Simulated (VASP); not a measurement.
A run of VASP 6.6.1 is set up as follows.

The input INCAR:

```
ALGO = Normal
EDIFF = 1E-8
ENCUT = 520
GGA = PE
GGA_COMPAT = False
ISIF = 2
ISMEAR = 0
LASPH = True
LCHARG = False
LEFG = True
LREAL = False
LWAVE = False
NBANDS = 11
NELM = 120
PREC = Accurate
SIGMA = 0.1
```

Contents of KPOINTS:

```
k-points
0
Gamma
  6 6 2
```

File POSCAR:

```
C
1.0
    2.4561701622      0.0000000000      0.0000000000
   -1.2280850811      2.1271057565      0.0000000000
    0.0000000000      0.0000000000      8.5238033600
C
2
Direct
    0.3333333333      0.6666666667      0.0000000000
    0.6666666667      0.3333333333      0.0000000000
```

Potentials or basis: VASP PAW PBE potentials, release 64 (C).

Command:

```sh
$ cat potpaw_PBE.64/C/POTCAR > POTCAR
$ mpirun -np 1 vasp_std > vasp.out
```

Predict the band gap on the k mesh.

zero (filled and empty bands touch).

Electric field gradients, principal values (V/Å²):
```
atom    least   middle  greatest (by size)
 1 C  -15.605  -15.607              31.212
 2 C  -15.605  -15.607              31.212
```

Caveat: the k points lie up to 0.49 Å⁻¹ apart; without QUAD_EFG the Cq values of the log hold for a quadrupole moment of 1 mb, not for the nuclei.
